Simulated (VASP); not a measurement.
# Te (Fd-3m) in VASP: notebook, part 2 of 2

VASP 6.6.1. The steps go on from the part before.

## (4) Single point, RPBE (53.93 Å³/atom)

This run uses another cell than the first one, of 53.93 Å³/atom.

Input file INCAR:

```
SYSTEM = Te
PREC     = Accurate       ! precision mode
ENCUT    = 520            ! plane-wave cutoff, eV
EDIFF    = 1E-6           ! SCF threshold, eV
ISMEAR   = -1             ! smearing method
SIGMA    = 0.1            ! smearing width, eV
LREAL    = .False.        ! projectors in reciprocal space
LASPH    = .True.         ! aspherical terms in the spheres
NELM     = 100            ! most SCF steps
ALGO     = Normal         ! electronic algorithm
ISIF     = 2              ! what is computed and relaxed
LWAVE    = .False.        ! write WAVECAR
LCHARG   = .False.        ! write CHGCAR
GGA      = RP             ! functional
NBANDS   = 13             ! bands
```

Input file KPOINTS:

```
Automatic mesh
0
Gamma
  9 9 9
  0 0 0
```

Input file POSCAR:

```
Te
1.0
    0.0000000000      3.7781977993      3.7781977993
    3.7781977993      0.0000000000      3.7781977993
    3.7781977993      3.7781977993      0.0000000000
Te
2
Direct
    0.1250000000      0.1250000000      0.1250000000
    0.8750000000      0.8750000000      0.8750000000
```

Potentials or basis: VASP PAW PBE potentials, release 64 (Te).

The run is started by

```sh
$ cat potpaw_PBE.64/Te/POTCAR > POTCAR
$ mpirun -np 1 vasp_std > vasp.out
```

OUTCAR:

```text
SYSTEM = Te
   PREC = Accurate
   ENCUT = 520
   EDIFF = 1E-6
   ISMEAR = -1
   LREAL = .False.
   LASPH = .True.
   NELM = 100
   ISIF = 2
   GGA = RP

 ion  position               nearest neighbor table
   1  0.125  0.125  0.125-   2 3.27   2 3.27   2 3.27   2 3.27
   2  0.875  0.875  0.875-   1 3.27   1 3.27   1 3.27   1 3.27

  LATTYP: Found a face centered cubic cell.
 ALAT       =     7.5563955986

  Lattice vectors:

[... 571 lines left out ...]

------------------------ aborting loop because EDIFF is reached ----------------------------------------

  FORCE on cell =-STRESS in cart. coord.  units (eV):
  Direction    XX          YY          ZZ          XY          YZ          ZX
  --------------------------------------------------------------------------------------
  -------------------------------------------------------------------------------------
  Total       -1.4061369     -1.4061369     -1.4061369      0.0000000      0.0000000      0.0000000
  in kB      -20.8859445    -20.8859445    -20.8859445      0.0000000      0.0000000      0.0000000
  external PRESSURE =     -20.8859445 kB  Pullay stress =       0.0000000 kB

 VOLUME and BASIS-vectors are now :
 -----------------------------------------------------------------------------
  energy-cutoff  :      520.00
  volume of cell :      107.87
      direct lattice vectors                 reciprocal lattice vectors
     0.000000000  3.778197799  3.778197799    -0.132338228  0.132338228  0.132338228
     3.778197799  0.000000000  3.778197799     0.132338228 -0.132338228  0.132338228
     3.778197799  3.778197799  0.000000000     0.132338228  0.132338228 -0.132338228

 POSITION                                       TOTAL-FORCE (eV/Angst)
 -----------------------------------------------------------------------------------
      0.94455      0.94455      0.94455         0.000000      0.000000      0.000000
      6.61185      6.61185      6.61185        -0.000000     -0.000000     -0.000000
 -----------------------------------------------------------------------------------
    total drift:                                0.000000      0.000000      0.000000

  FREE ENERGIE OF THE ION-ELECTRON SYSTEM (eV)
  ---------------------------------------------------
  free  energy   TOTEN  =        -4.8192511758 eV

  energy  without entropy=       -4.7469957772  energy(sigma->0) =       -4.78312348
```

OSZICAR:

```text
N       E                     dE             d eps       ncg     rms          rms(c)
DAV:   1     0.458392833478E+02    0.45839E+02   -0.40288E+03   910   0.693E+02
DAV:   2    -0.161685925368E+01   -0.47456E+02   -0.45442E+02  1329   0.102E+02
DAV:   3    -0.474659328685E+01   -0.31297E+01   -0.30973E+01  1140   0.291E+01
DAV:   4    -0.481289038010E+01   -0.66297E-01   -0.66257E-01  1170   0.512E+00
DAV:   5    -0.481436592330E+01   -0.14755E-02   -0.14755E-02  1274   0.791E-01    0.747E+00
DAV:   6    -0.481675902853E+01   -0.23931E-02   -0.35028E-03  1104   0.386E-01    0.463E+00
DAV:   7    -0.481896722787E+01   -0.22082E-02   -0.74662E-03  1110   0.559E-01    0.171E-01
DAV:   8    -0.481916460771E+01   -0.19738E-03   -0.33415E-04  1076   0.110E-01    0.809E-02
DAV:   9    -0.481923179525E+01   -0.67188E-04   -0.83435E-05  1085   0.569E-02    0.209E-02
DAV:  10    -0.481924520131E+01   -0.13406E-04   -0.91565E-06  1015   0.219E-02    0.101E-02
DAV:  11    -0.481925042099E+01   -0.52197E-05   -0.98463E-06  1030   0.219E-02    0.322E-03
DAV:  12    -0.481925117581E+01   -0.75482E-06   -0.43291E-07   873   0.542E-03
   1 F= -.48192512E+01 E0= -.47831235E+01  d E =-.722554E-01
```

stdout:

```text
POSCAR found type information on POSCAR Te
 POSCAR found :  1 types and       2 ions
 scaLAPACK will be used
 -----------------------------------------------------------------------------
|                                                                             |
|                                                                             |
|     You enforced a specific xc type in the INCAR file but a different       |
|     I HOPE YOU KNOW WHAT YOU ARE DOING!                                     |
|                                                                             |
 -----------------------------------------------------------------------------

 LDA part: xc-table for (Slater+PW92), standard interpolation
 POSCAR, INCAR and KPOINTS ok, starting setup
 FFT: planning ... GRIDC
 FFT: planning ... GRID_SOFT
 FFT: planning ... GRID
 WAVECAR not read
 entering main loop
```

It took 77 s on 1 thread of Intel Xeon 8259CL, shared host; peak memory 0.25 GiB.

What came out:

```
Free energy            : -4.8193 eV
Pressure               : -2.1 GPa
Band gap on the k mesh : zero (bands 6 and 7 overlap by 0.74 eV)
```

Caveat: the PAW data sets were made with another functional, which shifts forces and pressure a little; spin-orbit coupling is left out, which moves the levels of the heavy elements.

## (5) Summary

| cell | gap on the mesh (eV) | pressure (GPa) |
| --- | --- | --- |
| a = 5.213 Å, angles 60.0°, 2 atoms | none | -0.9 |
| a = 5.279 Å, angles 60.0°, 2 atoms | none | -1.5 |
| a = 5.343 Å, angles 60.0°, 2 atoms | none | -2.1 |

Alike in all rows: task single point; level RPBE; potentials or basis VASP PAW PBE potentials, release 64 (Te); no spin polarisation; k mesh 9 × 9 × 9; cutoff (eV) 520; smearing fermi-dirac 0.1 eV.

Caveats: the PAW data sets were made with another functional, which shifts forces and pressure a little; spin-orbit coupling is left out, which moves the levels of the heavy elements.

Absolute energies hang on the potentials; compare differences alone.
